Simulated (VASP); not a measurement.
Input of a VASP 6.6.1 run:

Contents of INCAR:

```
  ALGO = Normal
  EDIFF = 1E-6
  ENCUT = 500
  GGA = PE
  GGA_COMPAT = F
  ISIF = 2
  ISMEAR = -1
  LASPH = T
  LCHARG = T
  LORBIT = 11
  LORBMOM = T
  LREAL = F
  LSORBIT = T
  LVHAR = T
  LWAVE = F
  MAGMOM = 0 0 0 0 0 0
  NBANDS = 20
  NELM = 200
  PREC = Accurate
  SIGMA = 0.02
```

Contents of KPOINTS:

```
k-points
0
Gamma
  6 6 6
```

File POSCAR:

```
BAs
1.0
    2.9251576732      0.0000000000      0.0000000000
    0.0000000000      2.9251576732      0.0000000000
    0.0000000000      0.0000000000      2.9251576732
B As
1 1
Direct
    0.0000000000      0.0000000000      0.0000000000
    0.5000000000      0.5000000000      0.5000000000
```

Potentials or basis: VASP PAW PBE potentials, release 64 (B, As).

Launch:

```bash
$ cat potpaw_PBE.64/B/POTCAR potpaw_PBE.64/As/POTCAR > POTCAR
$ mpirun -np 1 vasp_ncl > vasp.out
```

(1) Estimate the pressure.

(2) Predict the net moment.

Results:

(1) 2.5 GPa.

(2) 0.00 μB per cell.
